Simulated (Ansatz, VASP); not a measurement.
**One calculation of Ga2SeS2, two programs**

File INCAR:

```
SYSTEM = Ga2SeS2
PREC = Accurate ; ENCUT = 600
EDIFF = 1E-7 ; ISMEAR = 0
SIGMA = 0.1 ; LREAL = .False.
LASPH = .True. ; NELM = 80
ALGO = Normal ; ISIF = 3
LWAVE = .False. ; LCHARG = .False.
GGA = PE ; IBRION = 2
NSW = 90 ; EDIFFG = -0.04
```

The input KPOINTS:

```
regular mesh
0
Gamma
  6 6 4
  0 0 0
```

File POSCAR:

```
Ga2SeS2
1.0
    4.5471385111      0.0000000000      0.0000000000
   -2.2735692555      3.9379374651      0.0000000000
    0.0000000000      0.0000000000      7.3108900408
Ga Se S
2 1 2
Direct
    0.0000000000      0.0000000000      0.6788998707
    0.0000000000      0.0000000000      0.3211001293
    0.0000000000      0.0000000000      0.0000000000
    0.3333333333      0.6666666667      0.5000000000
    0.6666666667      0.3333333333      0.5000000000
```

Input for Ansatz:

```yaml
crystal:
  lattice:
    - [4.5471385111, 0.0, 0.0]
    - [-2.2735692555, 3.9379374651, 0.0]
    - [0.0, 0.0, 7.3108900408]
  atoms:
    - { symbol: Ga, position: [0.0, 0.0, 0.6788998707] }
    - { symbol: Ga, position: [0.0, 0.0, 0.3211001293] }
    - { symbol: Se, position: [0.0, 0.0, 0.0] }
    - { symbol: S, position: [0.3333333333, 0.6666666667, 0.5] }
    - { symbol: S, position: [0.6666666667, 0.3333333333, 0.5] }
basis:
  ecutwfc: 420
kpoints:
  mp_grid: { grid: [6, 6, 4] }
hamiltonian:
  xc: pbe
scf:
  occupations: { method: gaussian, width: 0.1 }
  lower_state_search: "off"
output:
  forces: true
  stress: true
  eigenvalues: true
relax:
  adjacent_minimum: "off"
  f_tol: 0.04
  max_steps: 70
  cell: { stress_tol: 0.4 }
```

Alike in both runs: task relaxation of cell and atoms; functional PBE; k mesh 6 × 6 × 4; occupations gaussian, width 0.1 eV; no spin polarisation.

|  | VASP | Ansatz |
| --- | --- | --- |
| version | VASP 6.6.1 | Ansatz 0.2.0 |
| potentials or method | VASP PAW PBE potentials, release 64 (Ga_d, Se, S), cutoff 600 eV | scalar-relativistic, plane waves, PAW |
| valence electrons in the cell | 44 | 54 |

|  | VASP | Ansatz | Ansatz less VASP |
| --- | --- | --- | --- |
| gap on the k mesh at the Fermi level, each at its own relaxed structure (eV) | none | none | - |
| relaxed volume (Å³/atom) | 26.42 | 26.47 | +0.045 |
| relaxed cell length with the largest relative difference (Å) | 7.755 | 7.737 | -0.0176 |

A gap of «none» marks a metal or a gap that the smearing closes. VASP's potentials hold 44 valence electrons a cell and Ansatz's 54, so a difference there can come from the potentials and not from the codes.
